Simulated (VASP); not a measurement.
A run of VASP 6.6.1 is set up as follows.

File POSCAR:

```
Tc
1.0
    0.0000000000      1.9500000000      1.9500000000
    1.9500000000      0.0000000000      1.9500000000
    1.9500000000      1.9500000000      0.0000000000
Tc
1
Direct
    0.0000000000      0.0000000000      0.0000000000
```

File INCAR.step1:

```
SYSTEM = Tc
PREC = Accurate ; ENCUT = 600
ISMEAR = -1 ; SIGMA = 0.05
LREAL = .FALSE. ; LASPH = .TRUE.
NELM = 80 ; GGA = PE
ALGO = Normal ; EDIFF = 1E-4
LWAVE = .TRUE. ; LCHARG = .FALSE.
```

Contents of INCAR.step2:

```
SYSTEM = Tc
PREC = Accurate ; ENCUT = 600
EDIFF = 1E-6 ; ISMEAR = -1
SIGMA = 0.05 ; LREAL = .FALSE.
LASPH = .TRUE. ; NELM = 80
ALGO = Normal ; ISIF = 3
LWAVE = .FALSE. ; LCHARG = .FALSE.
METAGGA = R2SCAN ; LMIXTAU = .TRUE.
IBRION = 2 ; NSW = 60
EDIFFG = -0.01 ; ISTART = 1
```

KPOINTS

```
regular mesh
0
G
  12 12 12
  0 0 0
```

Potentials or basis: VASP PAW PBE potentials, release 64 (Tc_pv).

The run is started by

```bash
$ cat potpaw_PBE.64/Tc_pv/POTCAR > POTCAR
$ cp INCAR.step1 INCAR
$ mpirun -np 1 vasp_std > vasp.out
$ cp INCAR.step2 INCAR
$ mpirun -np 1 vasp_std > vasp.out
```

Q: Predict the relaxed cell.

A: a = 2.725 Å, b = 2.725 Å, c = 2.725 Å, α = 60.00°, β = 60.00°, γ = 60.00°.

Q: Predict the space group after relaxing (to 0.05 Å).

A: Fm-3m (No. 225).

Q: Predict the relaxed volume.

A: 14.32 Å³/atom.

Final structure:
```
Tc
1.0
     0.00000    1.92721    1.92721
     1.92721    0.00000    1.92721
     1.92721    1.92721    0.00000
Tc
1
Direct
  0.00000 0.00000 0.00000
```

Caveat: the PAW data sets were made with another functional, which shifts forces and pressure a little.
